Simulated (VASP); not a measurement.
# TaC (Fm-3m) in VASP: a series of runs, part 2 of 2

VASP 6.6.1. Earlier steps stand in the parts before.

## 4. Single point, PBE

This run uses another cell than the first one, of 11.53 Å³/atom.

File INCAR:

```
PREC = Accurate
ENCUT = 600
EDIFF = 1E-6
ISMEAR = 1
SIGMA = 0.1
LREAL = False
LASPH = True
NELM = 120
ALGO = Normal
ISIF = 2
LWAVE = False
LCHARG = True
GGA = PE
LELF = True
LVHAR = True
NBANDS = 14
GGA_COMPAT = False
```

File KPOINTS:

```
regular mesh
0
Gamma
  11 11 11
```

File POSCAR:

```
TaC
1.0
    0.0000000000      2.2594491012      2.2594491012
    2.2594491012      0.0000000000      2.2594491012
    2.2594491012      2.2594491012      0.0000000000
Ta C
1 1
Direct
    0.0000000000      0.0000000000      0.0000000000
    0.5000000000      0.5000000000      0.5000000000
```

Potentials or basis: VASP PAW PBE potentials, release 64 (Ta_pv, C).

On the command line:

```
$ cat potpaw_PBE.64/Ta_pv/POTCAR potpaw_PBE.64/C/POTCAR > POTCAR
$ mpirun -np 1 vasp_std > vasp.out
```

OUTCAR:

```text
PREC = Accurate
   ENCUT = 600
   EDIFF = 1E-6
   ISMEAR = 1
   LREAL = False
   LASPH = True
   NELM = 120
   ISIF = 2
   GGA = PE

 ion  position               nearest neighbor table
   1  0.000  0.000  0.000-   2 2.26   2 2.26   2 2.26   2 2.26   2 2.26   2 2.26
   2  0.500  0.500  0.500-   1 2.26   1 2.26   1 2.26   1 2.26   1 2.26   1 2.26

  LATTYP: Found a face centered cubic cell.
 ALAT       =     4.5188982024

  Lattice vectors:

 A1 = (   0.0000000000,   2.2594491012,   2.2594491012)
 A2 = (   2.2594491012,   0.0000000000,   2.2594491012)
[... 587 lines left out ...]
     11      11.4556      0.00000
     12      15.6613      0.00000
     13      16.5842      0.00000
     14      20.8046      0.00000

 [... further k-points ...]
[... 5 lines left out ...]
  --------------------------------------------------------------------------------------
  -------------------------------------------------------------------------------------
  Total       -1.2002375     -1.2002375     -1.2002375      0.0000000     -0.0000000      0.0000000
  in kB      -83.3566192    -83.3566192    -83.3566192      0.0000000     -0.0000000      0.0000000
  external PRESSURE =     -83.3566192 kB  Pullay stress =       0.0000000 kB

 VOLUME and BASIS-vectors are now :
 -----------------------------------------------------------------------------
  energy-cutoff  :      600.00
  volume of cell :       23.07
      direct lattice vectors                 reciprocal lattice vectors
     0.000000000  2.259449101  2.259449101    -0.221292881  0.221292881  0.221292881
     2.259449101  0.000000000  2.259449101     0.221292881 -0.221292881  0.221292881
     2.259449101  2.259449101  0.000000000     0.221292881  0.221292881 -0.221292881

 POSITION                                       TOTAL-FORCE (eV/Angst)
 -----------------------------------------------------------------------------------
      0.00000      0.00000      0.00000         0.000000      0.000000      0.000000
      2.25945      2.25945      2.25945         0.000000      0.000000     -0.000000
 -----------------------------------------------------------------------------------
    total drift:                                0.000000      0.000000      0.000000

  FREE ENERGIE OF THE ION-ELECTRON SYSTEM (eV)
  ---------------------------------------------------
  free  energy   TOTEN  =       -22.1860676557 eV

  energy  without entropy=      -22.1859721817  energy(sigma->0) =      -22.18603583
```

OSZICAR:

```text
N       E                     dE             d eps       ncg     rms          rms(c)
DAV:   1     0.897426123486E+02    0.89743E+02   -0.84745E+03  1568   0.117E+03
DAV:   2    -0.227022124804E+02   -0.11244E+03   -0.10744E+03  1880   0.306E+02
DAV:   3    -0.256589534614E+02   -0.29567E+01   -0.29182E+01  1838   0.439E+01
DAV:   4    -0.256798774399E+02   -0.20924E-01   -0.20902E-01  1772   0.388E+00
DAV:   5    -0.256800096863E+02   -0.13225E-03   -0.13224E-03  1888   0.278E-01    0.227E+01
DAV:   6    -0.222548857576E+02    0.34251E+01   -0.79211E+00  1806   0.251E+01    0.796E+00
DAV:   7    -0.222165173587E+02    0.38368E-01   -0.45582E-01  1892   0.498E+00    0.561E+00
DAV:   8    -0.221929176847E+02    0.23600E-01   -0.12360E-01  1832   0.285E+00    0.154E+00
DAV:   9    -0.221860732249E+02    0.68445E-02   -0.15122E-02  1772   0.860E-01    0.145E-01
DAV:  10    -0.221860957405E+02   -0.22516E-04   -0.76485E-04  2108   0.304E-01    0.356E-02
DAV:  11    -0.221860681605E+02    0.27580E-04   -0.51668E-05  1778   0.697E-02    0.689E-03
DAV:  12    -0.221860676557E+02    0.50483E-06   -0.53069E-06  1940   0.193E-02
   1 F= -.22186068E+02 E0= -.22186036E+02  d E =-.954740E-04
```

stdout:

```text
POSCAR found type information on POSCAR TaC
 POSCAR found :  2 types and       2 ions
 scaLAPACK will be used
 LDA part: xc-table for (Slater+PW92), standard interpolation
 POSCAR, INCAR and KPOINTS ok, starting setup
 FFT: planning ... GRIDC
 FFT: planning ... GRID_SOFT
 FFT: planning ... GRID
 WAVECAR not read
 entering main loop
```

Run time: 34 s. Hardware: 1 thread of AMD EPYC 7R43 (Zen 3), shared host; peak memory 0.13 GiB.

Results:

* Free energy: -22.1861 eV
* Pressure: -8.3 GPa
* Band gap on the k mesh: zero (an odd number of electrons rules out a gap without spin polarisation)

Levels at points of the mesh, in eV from the Fermi level:
```
           k point  band 6  band 7  band 8  band 9  band 10  band 11
(0.00, 0.00, 0.00)   -1.37   -1.37   -0.58   -0.58    -0.58     0.49
```

Caveat: the cell stands under tension; spin-orbit coupling is left out, which moves the levels of the heavy elements.

## 5. Single point, PBE

This run uses another cell than the first one, of 11.81 Å³/atom.

File INCAR:

```
  ALGO = Normal
  EDIFF = 1E-6
  ENCUT = 600
  GGA = PE
  GGA_COMPAT = F
  ISIF = 2
  ISMEAR = 1
  LASPH = T
  LCHARG = F
  LREAL = F
  LWAVE = F
  NBANDS = 14
  NELM = 120
  PREC = Accurate
  SIGMA = 0.1
```

File KPOINTS:

```
k-points
0
Gamma
  11 11 11
```

File POSCAR:

```
TaC
1.0
    0.0000000000      2.2772407715      2.2772407715
    2.2772407715      0.0000000000      2.2772407715
    2.2772407715      2.2772407715      0.0000000000
Ta C
1 1
Direct
    0.0000000000      0.0000000000      0.0000000000
    0.5000000000      0.5000000000      0.5000000000
```

On the command line:

```
$ cat potpaw_PBE.64/Ta_pv/POTCAR potpaw_PBE.64/C/POTCAR > POTCAR
$ mpirun -np 1 vasp_std > vasp.out
```

Run time: 32 s. Hardware: 1 thread of AMD EPYC 7R43 (Zen 3), shared host; peak memory 0.14 GiB.

It converged, with:

```yaml
Free_energy: -22.1467 eV
Pressure: -14.8 GPa
Band_gap_on_the_k_mesh: zero (an odd number of electrons rules out a gap without spin polarisation)
```

Levels at points of the mesh, in eV from the Fermi level:
```csv
k point,band 5,band 6,band 7,band 8,band 9,band 10,band 11,band 12
"(0.00, 0.00, 0.00)",-1.33,-1.33,-1.33,-0.56,-0.56,-0.56,0.47,0.47
```

Caveat: the cell stands under tension; spin-orbit coupling is left out, which moves the levels of the heavy elements.

## 6. Single point, PBE

This run uses another cell than the first one, of 12.08 Å³/atom.

File INCAR:

```
SYSTEM = TaC
PREC = Accurate ; ENCUT = 600
EDIFF = 1E-6 ; ISMEAR = 1
SIGMA = 0.1 ; LREAL = .FALSE.
LASPH = .TRUE. ; NELM = 120
ALGO = Normal ; ISIF = 2
LWAVE = .FALSE. ; LCHARG = .TRUE.
GGA = PE ; LELF = .TRUE.
LVHAR = .TRUE. ; NBANDS = 14
GGA_COMPAT = .FALSE.
```

File KPOINTS:

```
Automatic mesh
0
G
  11 11 11
  0 0 0
```

File POSCAR:

```
TaC
1.0
    0.0000000000      2.2947586967      2.2947586967
    2.2947586967      0.0000000000      2.2947586967
    2.2947586967      2.2947586967      0.0000000000
Ta C
1 1
Direct
    0.0000000000      0.0000000000      0.0000000000
    0.5000000000      0.5000000000      0.5000000000
```

Potentials or basis: VASP PAW PBE potentials, release 64 (Ta_pv, C).

On the command line:

```
$ cat potpaw_PBE.64/Ta_pv/POTCAR potpaw_PBE.64/C/POTCAR > POTCAR
$ mpirun -np 1 vasp_std > vasp.out
```

It took 39 s on 1 thread of AMD EPYC 7R43 (Zen 3), shared host; peak memory 0.14 GiB.

The run converged. Its results:

| Item | Value |
| --- | --- |
| Free energy | -22.0866 eV |
| Pressure | -20.5 GPa |
| Band gap on the k mesh | zero (an odd number of electrons rules out a gap without spin polarisation) |

Levels at points of the mesh, in eV from the Fermi level:
| k point | band 5 | band 6 | band 7 | band 8 | band 9 | band 10 | band 11 | band 12 |
| --- | --- | --- | --- | --- | --- | --- | --- | --- |
| (0.00, 0.00, 0.00) | -1.29 | -1.29 | -1.29 | -0.54 | -0.54 | -0.54 | 0.45 | 0.45 |

Caveat: the cell stands under tension; spin-orbit coupling is left out, which moves the levels of the heavy elements.

## 7. Overview

| cell | gap on the mesh (eV) | pressure (GPa) |
| --- | --- | --- |
| a = 3.144 Å, angles 60.0°, 2 atoms | none | 7.3 |
| a = 3.170 Å, angles 60.0°, 2 atoms | none | -1.0 |
| a = 3.195 Å, angles 60.0°, 2 atoms | none | -8.3 |
| a = 3.221 Å, angles 60.0°, 2 atoms | none | -14.8 |
| a = 3.245 Å, angles 60.0°, 2 atoms | none | -20.5 |

Alike in all rows: task single point; level PBE; potentials or basis VASP PAW PBE potentials, release 64 (Ta_pv, C); no spin polarisation; k mesh 11 × 11 × 11; cutoff (eV) 600; smearing methfessel-paxton 0.1 eV.

Caveats: spin-orbit coupling is left out, which moves the levels of the heavy elements; the cell stands under tension (at least some runs); the cell stands under pressure (at least some runs).

Total energies depend on the potentials used, so only differences within one code and one set of settings carry meaning.
